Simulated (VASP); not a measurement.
Here is a VASP 6.6.1 calculation.

File INCAR:

```
ALGO = Fast
EDIFF = 1E-7
ENCUT = 520
GGA = PE
ISIF = 2
ISMEAR = 0
LASPH = True
LCHARG = True
LELF = True
LREAL = False
LVHAR = True
LWAVE = False
NBANDS = 12
NELM = 60
PREC = Accurate
SIGMA = 0.15
```

KPOINTS

```
k-points
0
Gamma
  20 20 20
```

Contents of POSCAR:

```
Ti
1.0
    0.0000000000      2.2501623768      1.7848287973
    2.2501623768      0.0000000000      1.7848287973
    2.2501623768      2.2501623768      0.0000000000
Ti
1
Direct
    0.0000000000      0.0000000000      0.0000000000
```

Potentials or basis: VASP PAW PBE potentials, release 64 (Ti_sv).

The run is started by

```bash
$ cat potpaw_PBE.64/Ti_sv/POTCAR > POTCAR
$ mpirun -np 1 vasp_std > vasp.out
```

Task: Predict the band gap on the k mesh.

Result: Zero (bands 6 and 7 overlap by 1.49 eV).

Task: What does it give for the pressure?

Result: -4.4 GPa.

Stress tensor (GPa, compression positive):
```
-5.26  0.00  0.00
 0.00 -5.26  0.00
 0.00  0.00 -2.74
```

Caveat: the cell stands under tension.
